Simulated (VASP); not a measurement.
# Nb4C: single point with PBE

Nb4C:

```
Nb C
1.0
     0.00000    3.59291    3.59291
     3.59291    0.00000    3.59291
     3.59291    3.59291    0.00000
Nb C
4 1
Cartesian
  2.8580 2.8580 2.8580
  4.3278 4.3278 2.8580
  4.3278 2.8580 4.3278
  2.8580 4.3278 4.3278
  0.0000 0.0000 0.0000
```

The cell was built from a structure type or drawn by symmetry, and may not be a known phase.

* Program: VASP 6.6.1
* Task: single point
* Functional: PBE
* Potentials or basis: VASP PAW PBE potentials, release 64 (Nb_sv, C)
* Cutoff: 520 eV
* k mesh: 4 × 4 × 4
* Occupations: gaussian, width 0.1 eV
* Spin: no spin polarisation
* Dipole correction: no
* Further INCAR settings: ALGO = Normal; EDIFF = 1e-06; NBANDS = 36

The pressure is 56.9 GPa, the largest force is 22.411 eV/Å and the band gap on the k mesh is zero (bands 28 and 29 overlap by 0.78 eV).

Forces on the atoms (eV/Å):
```
Nb  -12.939 -12.939 -12.939
Nb   12.939  12.939 -12.939
Nb   12.939 -12.939  12.939
Nb  -12.939  12.939  12.939
C     0.000   0.000   0.000
```

Levels at points of the mesh, in eV from the Fermi level:
| k point | band 25 | band 26 | band 27 | band 28 | band 29 | band 30 | band 31 | band 32 |
| --- | --- | --- | --- | --- | --- | --- | --- | --- |
| (0.00, 0.00, 0.00) | -2.63 | -2.63 | -2.06 | 0.39 | 0.39 | 0.39 | 3.58 | 3.58 |
| (0.50, 0.00, 0.00) | -1.78 | -1.78 | -0.26 | -0.01 | -0.01 | 0.57 | 1.19 | 1.91 |
| (0.50, 0.50, 0.00) | -1.34 | -1.34 | -0.81 | -0.02 | 0.15 | 0.15 | 1.88 | 1.88 |

Wall time 16 s on 1 thread of Intel(R) Xeon(R) 6975P-C (Granite Rapids), on a shared host, peak memory 0.23 GiB.

Caveat: the k points lie up to 0.38 Å⁻¹ apart, too coarse for converged energies and pressures of a metal; atoms lie so close that the PAW spheres overlap strongly, which falsifies energies and pressures; forces of over 1 eV/Å act on the atoms, so gaps and moduli don't describe the material at rest.
